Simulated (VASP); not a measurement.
Wanted: the native input for a VASP 6.6.1 run.

```
Task                   : single point
Functional             : PBE
Potentials or basis    : VASP PAW PBE potentials, release 64 (Tl_d, P, S)
Cutoff                 : 520 eV
k mesh                 : 6 × 6 × 2
Occupations            : gaussian, width 0.1 eV
Spin                   : no spin polarisation
Dipole correction      : no
Further INCAR settings : ALGO = Normal; EDIFF = 1e-07; NBANDS = 30
```

The structure of TlPS4 lies in POSCAR:

```
TlPS4
1.0
    4.0026343800      0.0000000000      0.0000000000
   -2.0013171900      3.4663830500      0.0000000000
    0.0000000000      0.0000000000      8.8875497400
Tl P S
1 1 4
Direct
    0.0000000000      0.0000000000      0.5000000000
    0.0000000000      0.0000000000      0.0000000000
    0.6666666700      0.3333333300      0.2336920100
    0.3333333300      0.6666666700      0.7663079900
    0.3333333300      0.6666666700      0.2336920100
    0.6666666700      0.3333333300      0.7663079900
```

The input as run:

INCAR

```
SYSTEM = TlPS4
ALGO = Normal
EDIFF = 1E-7
ENCUT = 520
GGA = PE
ISIF = 2
ISMEAR = 0
LASPH = .TRUE.
LCHARG = .TRUE.
LELF = .TRUE.
LREAL = .FALSE.
LVHAR = .TRUE.
LWAVE = .FALSE.
NBANDS = 30
NELM = 80
PREC = Accurate
SIGMA = 0.1
```

KPOINTS

```
k-points
0
G
  6 6 2
  0 0 0
```

Potentials or basis: VASP PAW PBE potentials, release 64 (Tl_d, P, S).

Launch:

```bash
$ cat potpaw_PBE.64/Tl_d/POTCAR potpaw_PBE.64/P/POTCAR potpaw_PBE.64/S/POTCAR > POTCAR
$ mpirun -np 1 vasp_std > vasp.out
```

It gave:

```json
{"Pressure": "3.7 GPa", "Largest force": "0.689 eV/Å", "Band gap on the k mesh": "zero (band 21 reaches 6.58 eV, above the bottom of band 22 at 5.55 eV)"}
```

Caveat: spin-orbit coupling is left out, which moves the levels of the heavy elements.

Wall time 33 s on 1 thread of Intel(R) Xeon(R) 6975P-C (Granite Rapids), with other jobs on the host, peak memory 0.25 GiB.
